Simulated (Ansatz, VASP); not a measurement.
## One calculation of BP, two programs

File INCAR:

```
SYSTEM = BP
PREC     = Accurate       ! precision mode
ENCUT    = 500            ! plane-wave cutoff, eV
EDIFF    = 1E-6           ! SCF threshold, eV
ISMEAR   = 0              ! smearing method
SIGMA    = 0.02           ! smearing width, eV
LREAL    = .FALSE.        ! projectors in reciprocal space
LASPH    = .TRUE.         ! aspherical terms in the spheres
NELM     = 120            ! most SCF steps
ALGO     = Normal         ! electronic algorithm
ISIF     = 2              ! what is computed and relaxed
LWAVE    = .FALSE.        ! write WAVECAR
LCHARG   = .FALSE.        ! write CHGCAR
GGA      = PE             ! functional
NBANDS   = 11             ! bands
GGA_COMPAT= .FALSE.
```

KPOINTS

```
Automatic mesh
0
G
  10 10 10
  0 0 0
```

The input POSCAR:

```
BP
1.0
    0.0000000000      2.3187886484      2.3187886484
    2.3187886484      0.0000000000      2.3187886484
    2.3187886484      2.3187886484      0.0000000000
B P
1 1
Direct
    0.0000000000      0.0000000000      0.0000000000
    0.2500000000      0.2500000000      0.2500000000
```

Input for Ansatz:

```yaml
crystal:
  lattice:
    - [0.0, 2.3187886484, 2.3187886484]
    - [2.3187886484, 0.0, 2.3187886484]
    - [2.3187886484, 2.3187886484, 0.0]
  atoms:
    - { symbol: B, position: [0.0, 0.0, 0.0] }
    - { symbol: P, position: [0.25, 0.25, 0.25] }
basis: {}
kpoints:
  mp_grid: { grid: [10, 10, 10] }
hamiltonian:
  xc: pbe
  pseudopotentials: { kind: nc }
scf:
  occupations: { method: gaussian, width: 0.02 }
output:
  forces: true
  stress: true
  eigenvalues: true
```

Alike in both runs: task single point; functional PBE; k mesh 10 × 10 × 10; occupations gaussian, width 0.02 eV; no spin polarisation.

```csv
,VASP,Ansatz
version,VASP 6.6.1,Ansatz 0.2.0
potentials or method,"VASP PAW PBE potentials, release 64 (B, P)","scalar-relativistic, plane waves"
plane-wave cutoff (eV),500,1116
valence electrons in the cell,8,8
```

Ansatz gave:

* gap on the k mesh at the Fermi level (eV): 1.33
* least direct gap on the mesh (eV): 3.32
* pressure (GPa): -8.4

Task: Which values does VASP return?

Result: gap on the k mesh at the Fermi level (eV): 1.33; least direct gap on the mesh (eV): 3.31; pressure (GPa): -8.6.

The functional is the same, so the differences come from potentials, cutoffs and numerics.
